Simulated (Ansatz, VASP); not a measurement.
## AgCl in VASP and in Ansatz

The input INCAR:

```
SYSTEM = AgCl
ALGO = Normal
EDIFF = 1E-8
ENCUT = 520
GGA = CA
ISIF = 2
ISMEAR = -1
LASPH = .True.
LCHARG = .False.
LEFG = .True.
LREAL = .False.
LWAVE = .False.
NBANDS = 16
NELM = 60
PREC = Accurate
SIGMA = 0.01
```

Contents of KPOINTS:

```
k-points
0
Gamma
  9 9 9
  0 0 0
```

POSCAR

```
AgCl
1.0
    0.0000000000      2.7351899843      2.7351899843
    2.7351899843      0.0000000000      2.7351899843
    2.7351899843      2.7351899843      0.0000000000
Ag Cl
1 1
Direct
    0.0000000000      0.0000000000      0.0000000000
    0.5000000000      0.5000000000      0.5000000000
```

Input for Ansatz:

```yaml
crystal:
  lattice:
    - [0.0, 2.7351899843, 2.7351899843]
    - [2.7351899843, 0.0, 2.7351899843]
    - [2.7351899843, 2.7351899843, 0.0]
  atoms:
    - { symbol: Ag, position: [0.0, 0.0, 0.0] }
    - { symbol: Cl, position: [0.5, 0.5, 0.5] }
kpoints:
  mp_grid: { grid: [9, 9, 9] }
scf:
  occupations: { method: fermi_dirac, width: 0.01 }
hamiltonian:
  xc: lda
  pseudopotentials: { kind: paw }
output:
  forces: true
  stress: true
  eigenvalues: true
  efg: { contact_densities: true }
```

Change from the starting cell: functional lda, volume scaled by 0.96, PAW files.

Alike in both runs: task electric field gradients; functional LDA; k mesh 9 × 9 × 9; occupations fermi-dirac, width 0.01 eV; no spin polarisation.

|  | VASP | Ansatz |
| --- | --- | --- |
| version | VASP 6.6.1 | Ansatz 0.2.0 |
| potentials or method | VASP PAW LDA potentials, release 64 (Ag, Cl) | PAW with Ansatz's default frozen-core files, scalar-relativistic |
| plane-wave cutoff (eV) | 520 | 420 |
| valence electrons in the cell | 18 | 26 |

VASP gave:

```
gap on the k mesh at the Fermi level (eV) : 0.69
pressure (GPa)                            : -3.8
```

Task: Estimate Ansatz's values.

Result: gap on the k mesh at the Fermi level (eV): 0.66; pressure (GPa): -3.8.

LDA's correlation is that of Perdew and Zunger in VASP and of Perdew and Wang (1992) in Ansatz. VASP's potentials hold 18 valence electrons a cell and Ansatz's 26, so a difference there can come from the potentials and not from the codes.
